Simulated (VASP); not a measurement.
# YF4 (I4/mmm) in VASP: single point with PBE

Aim: the single point of YF4 with PBE.

All numbers are computed with VASP 6.6.1; they aren't measurements. Logs are shortened: lines on timing, memory, paths and dates and some standing lists are left out, and cuts for length are marked.

## (1) The cell of the first run

Symmetry: I4/mmm, No. 139, tetragonal system. The conventional cell has a = 4.337 Å, b = 4.337 Å, c = 9.273 Å, α = 90.00°, β = 90.00°, γ = 90.00°. Y (site symmetry 4/mmm) has 6 F at 2.17 to 2.24 Å within 2.9 Å. F (site symmetry 4mm) has 1 Y at 2.24 Å and 12 F at 3.07 to 3.23 Å within 3.3 Å. F (site symmetry mmm) has 2 Y at 2.17 Å within 2.9 Å.

## (2) Single point, PBE, collinear spin

The input, INCAR:

```
PREC = Accurate ; ENCUT = 600
EDIFF = 1E-6 ; ISMEAR = 0
SIGMA = 0.1 ; LREAL = False
LASPH = True ; NELM = 200
ALGO = Normal ; ISIF = 2
LWAVE = False ; LCHARG = True
ISPIN = 2 ; MAGMOM = 0 0.5 0.5 0 0
LORBIT = 11 ; LMAXMIX = 4
GGA = PE ; LVHAR = True
NBANDS = 32 ; GGA_COMPAT = False
KPAR = 4
```

The input, KPOINTS:

```
Automatic mesh
0
Gamma
  12 12 12
```

The input, POSCAR:

```
YF4
1.0
   -2.1686092930      2.1686092930      4.6362816878
    2.1686092930     -2.1686092930      4.6362816878
    2.1686092930      2.1686092930     -4.6362816878
Y F
1 4
Direct
    0.0000000000      0.0000000000      0.0000000000
    0.2418101373      0.2418101373      0.0000000000
    0.7581898627      0.7581898627      0.0000000000
    0.5000000000      0.0000000000      0.5000000000
    0.0000000000      0.5000000000      0.5000000000
```

Potentials or basis: VASP PAW PBE potentials, release 64 (Y_sv, F).

Started as:

```console
$ cat potpaw_PBE.64/Y_sv/POTCAR potpaw_PBE.64/F/POTCAR > POTCAR
$ mpirun -np 4 vasp_std > vasp.out
```

OUTCAR:

```text
PREC = Accurate
   ENCUT = 600
   EDIFF = 1E-6
   ISMEAR = 0
   LREAL = False
   LASPH = True
   NELM = 200
   ISIF = 2
   ISPIN = 2
   LORBIT = 11
   GGA = PE

 ion  position               nearest neighbor table
   1  0.000  0.000  0.000-   4 2.17   5 2.17   5 2.17   4 2.17   2 2.24   3 2.24
   2  0.242  0.242  0.000-   1 2.24
   3  0.758  0.758  0.000-   1 2.24
   4  0.500  0.000  0.500-   1 2.17   1 2.17
   5  0.000  0.500  0.500-   1 2.17   1 2.17

  LATTYP: Found a body centered tetragonal cell.
 ALAT       =     4.3372185860
 C/A-ratio  =     2.1379054783

  Lattice vectors:

 A1 = (  -2.1686092930,   2.1686092930,   4.6362816878)
 A2 = (   2.1686092930,  -2.1686092930,   4.6362816878)
 A3 = (   2.1686092930,   2.1686092930,  -4.6362816878)

Analysis of symmetry for initial positions (statically):
=====================================================================
 Subroutine PRICEL returns:
 Original cell was already a primitive cell.

 Routine SETGRP: Setting up the symmetry group for a
 body centered tetragonal supercell.

 Subroutine GETGRP returns: Found 16 space group operations
 (whereof 16 operations were pure point group operations)
 out of a pool of 16 trial point group operations.

The static configuration has the point symmetry D_4h.

Analysis of symmetry for dynamics (positions and initial velocities):
=====================================================================
 Subroutine PRICEL returns:
 Original cell was already a primitive cell.

 Routine SETGRP: Setting up the symmetry group for a
 body centered tetragonal supercell.

 Subroutine GETGRP returns: Found 16 space group operations
 (whereof 16 operations were pure point group operations)
 out of a pool of 16 trial point group operations.

The dynamic configuration has the point symmetry D_4h.

Analysis of structural, dynamic, and magnetic symmetry:
=====================================================================
 Subroutine PRICEL returns:
 Original cell was already a primitive cell.

 Routine SETGRP: Setting up the symmetry group for a
 body centered tetragonal supercell.

 Subroutine GETGRP returns: Found 16 space group operations
 (whereof 16 operations were pure point group operations)
 out of a pool of 16 trial point group operations.

The overall configuration has the point symmetry D_4h.

[... 135 lines left out ...]
 spin polarized calculation
 Gauss-broadening in eV      SIGMA  =   0.10
  energy-cutoff  :      600.00
  volume of cell :       87.22
 maximum number of plane-waves:      2938
 NGX is ok and might be reduce to    48
   NGX = 23   NGY = 23   NGZ = 23

 number of electron      39.0000001 magnetization       0.9995406

 Free energy of the ion-electron system (eV)
  ---------------------------------------------------
  ext. energy  EPLUGINS =         0.00000000
  ---------------------------------------------------
  free energy    TOTEN  =       -29.02635759 eV

  energy without entropy =      -28.99701728  energy(sigma->0) =      -29.01168744

 E-fermi :  -3.9530     XC(G=0):  -8.2438

 val. band max:       -3.9544255516   @ k =  -0.3333   0.0833   0.0000
 cond. band min:      -3.9527052536   @ k =   0.4167   0.1667   0.0833
 fundamental gap:      0.0017202981
 Fermi energy:        -3.9529788123

 spin component 1

 k-point     1 :       0.0000    0.0000    0.0000
  band No.  band energies     occupation
      1     -42.2986      1.00000
      2     -24.3946      1.00000
      3     -24.0265      1.00000
      4     -23.6422      1.00000
      5     -23.6371      1.00000
      6     -22.4117      1.00000
[... 805 lines left out ...]
     30      11.8109      0.00000
     31      12.2521      0.00000

 [... further k-points ...]

 spin component 2

 k-point     1 :       0.0000    0.0000    0.0000
  band No.  band energies     occupation
      1     -42.3043      1.00000
      2     -23.8339      1.00000
      3     -23.5988      1.00000
      4     -23.5841      1.00000
      5     -23.2104      1.00000
      6     -22.4168      1.00000
[... 805 lines left out ...]
     30      11.9421      0.00000
     31      12.3383      0.00000

 [... further k-points ...]

 [bands above 31 left out]

------------------------ aborting loop because EDIFF is reached ----------------------------------------

  FORCE on cell =-STRESS in cart. coord.  units (eV):
  Direction    XX          YY          ZZ          XY          YZ          ZX
  --------------------------------------------------------------------------------------
  -------------------------------------------------------------------------------------
  Total       -0.1712101     -0.1712101     -0.1228424      0.0000000      0.0000000     -0.0000000
  in kB       -3.1451951     -3.1451951     -2.2566625      0.0000000      0.0000000     -0.0000000
  external PRESSURE =      -2.8490176 kB  Pullay stress =       0.0000000 kB

 VOLUME and BASIS-vectors are now :
 -----------------------------------------------------------------------------
  energy-cutoff  :      600.00
  volume of cell :       87.22
      direct lattice vectors                 reciprocal lattice vectors
    -2.168609293  2.168609293  4.636281688     0.000000000  0.230562509  0.107845043
     2.168609293 -2.168609293  4.636281688     0.230562509  0.000000000  0.107845043
     2.168609293  2.168609293 -4.636281688     0.230562509  0.230562509  0.000000000

 POSITION                                       TOTAL-FORCE (eV/Angst)
 -----------------------------------------------------------------------------------
      0.00000      0.00000      0.00000        -0.000000     -0.000000     -0.000000
      0.00000      0.00000      2.24220        -0.000000     -0.000000      0.012390
      0.00000      0.00000      7.03036         0.000000      0.000000     -0.012390
      0.00000      2.16861      0.00000        -0.000000     -0.000000     -0.000000
      2.16861      0.00000      0.00000        -0.000000     -0.000000     -0.000000
 -----------------------------------------------------------------------------------
    total drift:                               -0.000000     -0.000000      0.000000

  FREE ENERGIE OF THE ION-ELECTRON SYSTEM (eV)
  ---------------------------------------------------
  free  energy   TOTEN  =       -29.0263575919 eV

  energy  without entropy=      -28.9970172796  energy(sigma->0) =      -29.01168744

 total charge

# of ion       s       p       d       f       tot
--------------------------------------------------
    1        2.153   6.445   0.857   0.169   9.624
    2        1.744   4.195   0.000   0.000   5.939
    3        1.744   4.195   0.000   0.000   5.939
    4        1.733   4.381   0.000   0.000   6.114
    5        1.733   4.381   0.000   0.000   6.114
--------------------------------------------------
tot          9.108  23.596   0.857   0.169  33.730

 magnetization (x)

# of ion       s       p       d       f       tot
--------------------------------------------------
    1       -0.002  -0.004  -0.011  -0.000  -0.017
    2        0.002   0.411   0.000   0.000   0.414
    3        0.002   0.411   0.000   0.000   0.414
    4        0.000   0.031   0.000   0.000   0.032
    5        0.000   0.031   0.000   0.000   0.032
--------------------------------------------------
tot          0.003   0.882  -0.011  -0.000   0.874
```

stdout:

```text
POSCAR found type information on POSCAR Y F
 POSCAR found :  2 types and       5 ions
 scaLAPACK will be used
 LDA part: xc-table for (Slater+PW92), standard interpolation
 POSCAR, INCAR and KPOINTS ok, starting setup
 FFT: planning ... GRIDC
 FFT: planning ... GRID_SOFT
 FFT: planning ... GRID
 WAVECAR not read
 entering main loop
```

It took 9 min on 4 MPI ranks of Intel Xeon Platinum 8259CL at 2.50GHz (Skylake/Cascade Lake), shared host; peak memory 1 GiB.

Results:

```yaml
Free_energy: -29.0264 eV
Pressure: -0.3 GPa
Largest_force: 0.012 eV/Å
Band_gap_on_the_k_mesh: zero (filled and empty bands overlap)
Net_moment: 1.00 μB per cell
Site_moments: Y -0.02; F +0.41, +0.03 (each value once) μB
Valence_electrons_inside_the_program's_atomic_spheres: Y 9.62; F 5.94, 6.11 (each value once)
```

Forces in eV/Å, atoms in the order of the input:
```
Y    0.000  0.000  0.000
F    0.000  0.000  0.012
F    0.000  0.000 -0.012
F    0.000  0.000  0.000
F    0.000  0.000  0.000
```

Levels at points of the mesh, in eV from the Fermi level:
Spin up:
```
           k point  band 17  band 18  band 19  band 20  band 21  band 22  band 23  band 24
(0.00, 0.00, 0.00)    -0.71    -0.57    -0.57    -0.47     7.86     7.86     8.21     8.21
(0.50, 0.00, 0.00)    -0.82    -0.68    -0.66    -0.54     8.17     8.76     8.84    10.36
(0.50, 0.50, 0.00)    -0.84    -0.72    -0.59    -0.16     8.91     9.06     9.40    11.25
(0.50, 0.50, 0.50)    -0.68    -0.67    -0.58    -0.58     7.91     8.00     8.00     9.49
```
Spin down:
```
           k point  band 16  band 17  band 18  band 19  band 20  band 21  band 22  band 23
(0.00, 0.00, 0.00)    -0.59    -0.59    -0.24     0.11     0.11     7.86     7.96     8.27
(0.50, 0.00, 0.00)    -0.36    -0.35    -0.27    -0.18    -0.10     8.21     8.77     8.91
(0.50, 0.50, 0.00)    -0.55    -0.14    -0.12     0.16     0.17     8.94     9.14     9.41
(0.50, 0.50, 0.50)    -0.41    -0.41    -0.38    -0.01    -0.01     7.90     8.02     8.02
```
